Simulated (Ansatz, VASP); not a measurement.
## Two plane-wave programs on KF

POSCAR

```
KF
1.0
    0.0000000000      2.6590552800      2.6590552800
    2.6590552800      0.0000000000      2.6590552800
    2.6590552800      2.6590552800      0.0000000000
K F
1 1
Direct
    0.0000000000      0.0000000000      0.0000000000
    0.5000000000      0.5000000000      0.5000000000
```

INCAR.step1

```
PREC = Accurate
ENCUT = 520
ISMEAR = -1
SIGMA = 0.02
LREAL = False
LASPH = True
NELM = 60
NBANDS = 15
GGA = PE
ALGO = Normal
EDIFF = 1E-4
LWAVE = True
LCHARG = False
```

The input INCAR.step2:

```
PREC = Accurate
ENCUT = 520
EDIFF = 1E-7
ISMEAR = -1
SIGMA = 0.02
LREAL = False
LASPH = True
NELM = 60
ALGO = Normal
ISIF = 2
LWAVE = False
LCHARG = False
METAGGA = R2SCAN
LMIXTAU = True
NBANDS = 15
ISTART = 1
```

File KPOINTS:

```
Automatic mesh
0
Gamma
  10 10 10
```

Input for Ansatz:

```yaml
crystal:
  lattice:
    - [0.0, 2.65905528, 2.65905528]
    - [2.65905528, 0.0, 2.65905528]
    - [2.65905528, 2.65905528, 0.0]
  atoms:
    - { symbol: K, position: [0.0, 0.0, 0.0] }
    - { symbol: F, position: [0.5, 0.5, 0.5] }
  symmetry: { tolerance: 0.0003 }
hamiltonian:
  xc: r2scan
  pseudopotentials: { kind: paw, azcp: { folder: soft_1 } }
basis:
  ecutwfc: 500
magnetization:
  spin_polarized: false
scf:
  occupations: { method: fermi_dirac, width: 0.02 }
kpoints:
  mp_grid: { grid: [10, 10, 10], shift: [0, 0, 0] }
  band_path:
    path:
      - [0.0, 0.0, 0.0]
      - [0.5, 0.0, 0.5]
      - [0.625, 0.25, 0.625]
      - [0.375, 0.375, 0.75]
      - [0.0, 0.0, 0.0]
      - [0.5, 0.5, 0.5]
      - [0.5, 0.25, 0.75]
      - [0.5, 0.0, 0.5]
    npoints: 15
output:
  forces: true
  stress: true
  eigenvalues: true
  bader: true
  populations: true
  elf: true
  write_potential: true
  write_density: true
  volumetric_format: npy
  dos:
    e_range: [-12, 8]
    de: 0.05
    projected: { site_lists: { F: [F], K: [K] } }
```

Alike in both runs: task single point; functional r2SCAN; k mesh 10 × 10 × 10; occupations fermi-dirac, width 0.02 eV; no spin polarisation.

|  | VASP | Ansatz |
| --- | --- | --- |
| version | VASP 6.6.1 | Ansatz 0.2.0 |
| potentials or method | VASP PAW PBE potentials, release 64 (K_sv, F), cutoff 520 eV | PAW plane waves |
| valence electrons in the cell | 16 | 16 |

```tsv
	VASP	Ansatz	Ansatz less VASP
gap on the k mesh at the Fermi level (eV)	6.91	6.91	+0.005
pressure (GPa)	0.0	0.0	+0.05
```

VASP's potentials were made for PBE, not for r2SCAN.
